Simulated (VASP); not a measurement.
# Au (Fm-3m) in VASP: notebook

Runs on Au. Level: PBE. Tasks: single point.

All numbers are computed with VASP 6.6.1; they aren't measurements. Logs are shortened: lines on timing, memory, paths and dates and some standing lists are left out, and cuts for length are marked.

## Step 1: The cell of the first run

It takes space group Fm-3m (No. 225, cubic). Conventional cell: a = 4.265 Å, b = 4.265 Å, c = 4.265 Å, α = 90.00°, β = 90.00°, γ = 90.00°. Au (site symmetry m-3m) has 12 Au at 3.02 Å within 4.0 Å.

## Step 2: Single point, PBE (volume scaled by 1.08)

Contents of INCAR:

```
PREC = Accurate
ENCUT = 520
EDIFF = 1E-7
ISMEAR = -1
SIGMA = 0.1
LREAL = False
LASPH = True
NELM = 80
ALGO = Normal
ISIF = 2
LWAVE = False
LCHARG = False
GGA = PE
NBANDS = 12
```

Contents of KPOINTS:

```
Automatic mesh
0
Gamma
  21 21 21
```

Contents of POSCAR:

```
Au
1.0
    0.0000000000      2.1322599146      2.1322599146
    2.1322599146      0.0000000000      2.1322599146
    2.1322599146      2.1322599146      0.0000000000
Au
1
Direct
    0.0000000000      0.0000000000      0.0000000000
```

Potentials or basis: VASP PAW PBE potentials, release 64 (Au).

Command:

```bash
$ cat potpaw_PBE.64/Au/POTCAR > POTCAR
$ mpirun -np 1 vasp_std > vasp.out
```

OUTCAR:

```text
PREC = Accurate
   ENCUT = 520
   EDIFF = 1E-7
   ISMEAR = -1
   LREAL = False
   LASPH = True
   NELM = 80
   ISIF = 2
   GGA = PE

 ion  position               nearest neighbor table
   1  0.000  0.000  0.000-

  LATTYP: Found a face centered cubic cell.
 ALAT       =     4.2645198292

  Lattice vectors:

 A1 = (   0.0000000000,   2.1322599146,   2.1322599146)
 A2 = (   2.1322599146,   0.0000000000,   2.1322599146)
 A3 = (   2.1322599146,   2.1322599146,   0.0000000000)

Analysis of symmetry for initial positions (statically):
=====================================================================
 Subroutine PRICEL returns:
 Original cell was already a primitive cell.

 Routine SETGRP: Setting up the symmetry group for a
 face centered cubic supercell.

 Subroutine GETGRP returns: Found 48 space group operations
 (whereof 48 operations were pure point group operations)
 out of a pool of 48 trial point group operations.

The static configuration has the point symmetry O_h .

Analysis of symmetry for dynamics (positions and initial velocities):
=====================================================================
 Subroutine PRICEL returns:
 Original cell was already a primitive cell.

 Routine SETGRP: Setting up the symmetry group for a
 face centered cubic supercell.

 Subroutine GETGRP returns: Found 48 space group operations
 (whereof 48 operations were pure point group operations)
 out of a pool of 48 trial point group operations.

The dynamic configuration has the point symmetry O_h .

 Subroutine INISYM returns: Found 48 space group operations
 (whereof 48 operations are pure point group operations),
 and found     1 'primitive' translations

----------------------------------------------------------------------------------------

                                     Primitive cell

  volume of cell :      19.3888

  direct lattice vectors                    reciprocal lattice vectors
     0.000000000  2.132259915  2.132259915    -0.234492989  0.234492989  0.234492989
     2.132259915  0.000000000  2.132259915     0.234492989 -0.234492989  0.234492989
     2.132259915  2.132259915  0.000000000     0.234492989  0.234492989 -0.234492989

  length of vectors
     3.015470890  3.015470890  3.015470890     0.406153770  0.406153770  0.406153770

  position of ions in fractional coordinates (direct lattice)
     0.000000000  0.000000000  0.000000000

  ion indices of the primitive-cell ions
   primitive index   ion index
                 1           1

----------------------------------------------------------------------------------------

 KPOINTS: Automatic mesh

Automatic generation of k-mesh.
 Grid dimensions read from file:
 generate k-points for:   21   21   21

 Generating k-lattice:

  Cartesian coordinates                     Fractional coordinates (reciprocal lattice)
    -0.011166333  0.011166333  0.011166333     0.047619048  0.000000000  0.000000000
     0.011166333 -0.011166333  0.011166333     0.000000000  0.047619048  0.000000000
     0.011166333  0.011166333 -0.011166333     0.000000000  0.000000000  0.047619048

  Length of vectors
     0.019340656  0.019340656  0.019340656

  Shift w.r.t. Gamma in fractional coordinates (k-lattice)
     0.000000000  0.000000000  0.000000000

 Subroutine IBZKPT returns following result:
 ===========================================

 Found    286 irreducible k-points:

 Following reciprocal coordinates:
            Coordinates               Weight
  0.000000  0.000000  0.000000      1.000000
  0.047619  0.000000  0.000000      8.000000
  0.095238  0.000000  0.000000      8.000000
  0.142857  0.000000  0.000000      8.000000
  0.190476  0.000000  0.000000      8.000000
  0.238095  0.000000  0.000000      8.000000
[... 16 lines left out ...]
 -0.428571  0.047619  0.000000     24.000000
 -0.380952  0.047619  0.000000     24.000000
 [... further k-points ...]
   k-points           NKPTS =    286   k-points in BZ     NKDIM =    286   number of bands    NBANDS=     12
   number of dos      NEDOS =    301   number of ions     NIONS =      1
   total plane-waves  NPLWV =  13824
   dimension x,y,z NGX =    24 NGY =   24 NGZ =   24
   dimension x,y,z NGXF=    48 NGYF=   48 NGZF=   48
   ions per type =               1
   NGX,Y,Z   is equivalent  to a cutoff of  13.23, 13.23, 13.23 a.u.
   NGXF,Y,Z  is equivalent  to a cutoff of  26.46, 26.46, 26.46 a.u.
 SYSTEM =  unknown system
   PREC   = accura    normal or accurate (medium, high low for compatibility)
   ISTART =      0    job   : 0-new  1-cont  2-samecut
   ICHARG =      2    charge: 1-file 2-atom 10-const
   ISPIN  =      1    spin polarized calculation?
   LNONCOLLINEAR =      F non collinear calculations
   LSORBIT =      F    spin-orbit coupling
   LASPH  =      T    aspherical Exc in radial PAW
   ENCUT  =  520.0 eV  38.22 Ry    6.18 a.u.   5.61  5.61  5.61*2*pi/ulx,y,z
   NELM   =     80;   NELMIN=  2; NELMDL= -5     # of ELM steps
   EDIFF  = 0.1E-06   stopping-criterion for ELM
   LREAL  =      F    real-space projection
   EDIFFG = 0.1E-05   stopping-criterion for IOM
   NSW    =      0    number of steps for IOM
   IBRION =     -1    ionic relax: 0-MD 1-quasi-New 2-CG
   NFREE  =      0    steps in history (QN), initial steepest desc. (CG)
   ISIF   =      2    stress and relaxation
   ISYM   =      2    0-nonsym 1-usesym 2-fastsym
   POTIM  = 0.5000    time-step for ionic-motion
   TEBEG  =    0.0;   TEEND  =   0.0 temperature during run
   PSTRESS=    0.0 pullay stress
   NELECT =      11.0000    total number of electrons
   NUPDOWN=      -1.0000    fix difference up-down
   EMIN   =  10.00;   EMAX   =-10.00  energy-range for DOS
   EFERMI =   0.00;   METHOD = LEGACY
   ISMEAR =    -1;   SIGMA  =   0.10  broadening in eV -4-tet -1-fermi 0-gaus
   EFERMI_NEDOS =   21; number of points for ismear=-14 and -15
   IALGO  =     38    algorithm
   IMIX   =      4    mixing-type and parameters
     AMIX     =   0.40;   BMIX     =  1.00
     AMIX_MAG =   1.60;   BMIX_MAG =  1.00
  volume/ion in A,a.u.               =      19.39       130.84
  Fermi-wavevector in a.u.,A,eV,Ry     =   1.355259  2.561068 24.990182  1.836727
  Thomas-Fermi vector in A             =   2.482361
   LORBIT       =      0    0 simple, 1 ext, 2 COOP (PROOUT), +10 PAW based schemes
   GGA     = PE    functional components
   LHFCALC =     F    Hartree Fock is set to
   AEXX    =    0.0000 exact exchange contribution
   IVDW    =     0    specifies the selected vdW correction
   LEPSILON=     F    determine dielectric tensor
   LRPA    =     F    only Hartree local field effects (RPA)
 non-spin polarized calculation
  energy-cutoff  :      520.00
  volume of cell :       19.39
 maximum number of plane-waves:       534
   NGX = 11   NGY = 11   NGZ = 11

 number of electron      11.0000000 magnetization

 Free energy of the ion-electron system (eV)
  ---------------------------------------------------
  ext. energy  EPLUGINS =         0.00000000
  ---------------------------------------------------
  free energy    TOTEN  =        -3.18306938 eV

  energy without entropy =       -3.17174826  energy(sigma->0) =       -3.17740882

 E-fermi :   7.4883     XC(G=0): -11.9554

 val. band max:        7.4463631471   @ k =   0.4762   0.1429   0.0000
 cond. band min:       7.4897683203   @ k =  -0.2381   0.2857   0.0952
 fundamental gap:      0.0434051732
 Fermi energy:         7.4883330737

 k-point     1 :       0.0000    0.0000    0.0000
  band No.  band energies     occupation
      1      -1.0997      2.00000
      2       3.4107      2.00000
      3       3.4107      2.00000
      4       3.4107      2.00000
      5       4.6137      2.00000
      6       4.6137      2.00000
      7      22.0882      0.00000
      8      25.3416      0.00000
      9      25.3416      0.00000
     10      25.3416      0.00000
     11      29.8651      0.00000
     12      33.2509      0.00000

 k-point     2 :       0.0476    0.0000    0.0000
  band No.  band energies     occupation
      1      -1.0290      2.00000
      2       3.3907      2.00000
      3       3.4333      2.00000
      4       3.4333      2.00000
      5       4.6041      2.00000
      6       4.6041      2.00000
      7      22.1549      0.00000
      8      24.7900      0.00000
      9      25.4056      0.00000
     10      25.4056      0.00000
     11      30.2636      0.00000
     12      32.3380      0.00000

 k-point     3 :       0.0952    0.0000    0.0000
  band No.  band energies     occupation
      1      -0.8204      2.00000
      2       3.3378      2.00000
      3       3.4948      2.00000
      4       3.4948      2.00000
      5       4.5824      2.00000
      6       4.5824      2.00000
      7      22.2764      0.00000
      8      23.6095      0.00000
      9      25.5836      0.00000
     10      25.5836      0.00000
     11      30.0659      0.00000
     12      31.9325      0.00000
[... 286 lines left out ...]
 k-point    23 :      -0.4286    0.0476    0.0000
  band No.  band energies     occupation
      1       1.2958      2.00000
      2       3.3839      2.00000
      3       3.4375      2.00000
      4       5.2566      2.00000
      5       5.4538      2.00000
      6       6.6763      1.99941
      7      10.8585      0.00000
      8      21.6210      0.00000
      9      23.1829      0.00000
     10      23.8816      0.00000
     11      30.3934      0.00000
     12      30.5157      0.00000

 k-point    24 :      -0.3810    0.0476    0.0000
  band No.  band energies     occupation
      1       1.2760      2.00000
      2       3.4335      2.00000
      3       3.4789      2.00000
      4       4.8868      2.00000
      5       5.2806      2.00000
      6       5.9023      2.00000
      7      12.3635      0.00000
      8      21.8162      0.00000
      9      23.3858      0.00000
     10      24.4849      0.00000
     11      29.8905      0.00000
     12      30.2565      0.00000

 [... further k-points ...]
[... 5 lines left out ...]
  --------------------------------------------------------------------------------------
  -------------------------------------------------------------------------------------
  Total       -1.0365195     -1.0365195     -1.0365195     -0.0000000      0.0000000      0.0000000
  in kB      -85.6520259    -85.6520259    -85.6520259     -0.0000000      0.0000000      0.0000000
  external PRESSURE =     -85.6520259 kB  Pullay stress =       0.0000000 kB

 VOLUME and BASIS-vectors are now :
 -----------------------------------------------------------------------------
  energy-cutoff  :      520.00
  volume of cell :       19.39
      direct lattice vectors                 reciprocal lattice vectors
     0.000000000  2.132259915  2.132259915    -0.234492989  0.234492989  0.234492989
     2.132259915  0.000000000  2.132259915     0.234492989 -0.234492989  0.234492989
     2.132259915  2.132259915  0.000000000     0.234492989  0.234492989 -0.234492989

 POSITION                                       TOTAL-FORCE (eV/Angst)
 -----------------------------------------------------------------------------------
      0.00000      0.00000      0.00000         0.000000      0.000000      0.000000
 -----------------------------------------------------------------------------------
    total drift:                               -0.000000      0.000000     -0.000000

  FREE ENERGIE OF THE ION-ELECTRON SYSTEM (eV)
  ---------------------------------------------------
  free  energy   TOTEN  =        -3.1830693839 eV

  energy  without entropy=       -3.1717482614  energy(sigma->0) =       -3.17740882
```

Wall time 28 s (1 thread of Intel Xeon Platinum 8375C at 2.90GHz (Ice Lake), shared host); peak memory 0.19 GiB.

Results:

| Item | Value |
| --- | --- |
| Free energy | -3.1831 eV |
| Pressure | -8.6 GPa |

Levels at points of the mesh, in eV from the Fermi level:
| k point | band 2 | band 3 | band 4 | band 5 | band 6 | band 7 | band 8 | band 9 | band 10 | band 11 |
| --- | --- | --- | --- | --- | --- | --- | --- | --- | --- | --- |
| (0.00, 0.00, 0.00) | -4.08 | -4.08 | -4.08 | -2.87 | -2.87 | 14.60 | 17.85 | 17.85 | 17.85 | 22.38 |

Caveat: spin-orbit coupling is left out, which moves the levels of the heavy elements.

## Step 3: Single point, PBE (volume scaled by 1.12)

Contents of INCAR:

```
  ALGO = Normal
  EDIFF = 1E-7
  ENCUT = 520
  GGA = PE
  ISIF = 2
  ISMEAR = -1
  LASPH = T
  LCHARG = F
  LREAL = F
  LWAVE = F
  NBANDS = 12
  NELM = 80
  PREC = Accurate
  SIGMA = 0.1
```

Contents of KPOINTS:

```
k-points
0
Gamma
  21 21 21
```

Contents of POSCAR:

```
Au
1.0
    0.0000000000      2.1582656473      2.1582656473
    2.1582656473      0.0000000000      2.1582656473
    2.1582656473      2.1582656473      0.0000000000
Au
1
Direct
    0.0000000000      0.0000000000      0.0000000000
```

Potentials or basis: VASP PAW PBE potentials, release 64 (Au).

Command:

```bash
$ cat potpaw_PBE.64/Au/POTCAR > POTCAR
$ mpirun -np 1 vasp_std > vasp.out
```

It took 28 s on 1 thread of Intel Xeon Platinum 8375C at 2.90GHz (Ice Lake), shared host; peak memory 0.19 GiB.

The run converged. Its results:

```
Free energy : -3.1388 eV
Pressure    : -11.3 GPa
```

Levels at points of the mesh, in eV from the Fermi level:
| k point | band 3 | band 4 | band 5 | band 6 | band 7 | band 8 | band 9 | band 10 |
| --- | --- | --- | --- | --- | --- | --- | --- | --- |
| (0.00, 0.00, 0.00) | -3.92 | -3.92 | -2.79 | -2.79 | 14.60 | 17.64 | 17.64 | 17.64 |

Caveat: spin-orbit coupling is left out, which moves the levels of the heavy elements.
